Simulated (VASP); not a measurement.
Wanted: the native input for a VASP 6.6.1 run.

| Property | Result |
| --- | --- |
| Task | single point |
| Functional | PBE |
| Potentials or basis | VASP PAW PBE potentials, release 64 (Ga_d, N) |
| Cutoff | 600 eV |
| k mesh | 10 × 10 × 10 |
| Occupations | gaussian, width 0.02 eV |
| Spin | no spin polarisation |
| Dipole correction | no |
| Further INCAR settings | ALGO = Normal; EDIFF = 1e-06; NBANDS = 16 |

The structure of GaN lies in POSCAR:

```
GaN
1.0
    0.0000000000      2.2743393225      2.2743393225
    2.2743393225      0.0000000000      2.2743393225
    2.2743393225      2.2743393225      0.0000000000
Ga N
1 1
Direct
    0.0000000000      0.0000000000      0.0000000000
    0.2500000000      0.2500000000      0.2500000000
```

These files were run (other wordings do the same):

INCAR

```
PREC = Accurate
ENCUT = 600
EDIFF = 1E-6
ISMEAR = 0
SIGMA = 0.02
LREAL = F
LASPH = T
NELM = 120
ALGO = Normal
ISIF = 2
LWAVE = F
LCHARG = T
GGA = PE
LELF = T
LVHAR = T
NBANDS = 16
GGA_COMPAT = F
```

KPOINTS

```
Automatic mesh
0
Gamma
  10 10 10
```

Potentials or basis: VASP PAW PBE potentials, release 64 (Ga_d, N).

Command:

```bash
$ cat potpaw_PBE.64/Ga_d/POTCAR potpaw_PBE.64/N/POTCAR > POTCAR
$ mpirun -np 1 vasp_std > vasp.out
```

It gave:

```json
{"Pressure": "-0.1 GPa", "Band gap on the k mesh": "1.55 eV"}
```

Run time: 12 s on 1 thread of Intel(R) Xeon(R) 6975P-C (Granite Rapids) (shared host), peak memory 0.16 GiB.
